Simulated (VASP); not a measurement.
Here is a VASP 6.6.1 calculation.

INCAR

```
ALGO = Fast ; EDIFF = 1E-6
ENCUT = 520 ; GGA = PS
ISIF = 2 ; ISMEAR = 0
LASPH = True ; LCHARG = False
LREAL = False ; LWAVE = False
NBANDS = 24 ; NELM = 100
PREC = Accurate ; SIGMA = 0.15
```

The input KPOINTS:

```
k-points
0
Gamma
  14 14 14
```

Contents of POSCAR:

```
AlNi3
1.0
    0.0000000000      2.7984078565      2.7984078565
    2.7984078565      0.0000000000      2.7984078565
    2.7984078565      2.7984078565      0.0000000000
Al Ni
1 3
Direct
    0.5000000000      0.5000000000      0.5000000000
    0.2500000000      0.2500000000      0.2500000000
   -0.0321611447     -0.0321611447      0.0321611447
    0.7500000000      0.7500000000      0.7500000000
```

Potentials or basis: VASP PAW PBE potentials, release 64 (Al, Ni).

Run with:

```bash
$ cat potpaw_PBE.64/Al/POTCAR potpaw_PBE.64/Ni/POTCAR > POTCAR
$ mpirun -np 1 vasp_std > vasp.out
```

Task: Predict the band gap on the k mesh.

Result: Zero (an odd number of electrons rules out a gap without spin polarisation).

Task: What does it give for the largest force?

Result: 1.683 eV/Å.

Task: Estimate the pressure.

Result: 2.0 GPa.

Stress tensor (GPa, compression positive):
```
2.31 0.00 0.00
0.00 2.31 0.00
0.00 0.00 1.44
```

Caveat: the cell differs from its parent crystal (atom 3 (Ni) moved +0.180 Å towards its neighbour atom 1 (Al) at 2.798 Å); the PAW data sets were made with another functional, which shifts forces and pressure a little. Spin polarisation is off, so any magnetic state and its effect on volume and gap are missing.
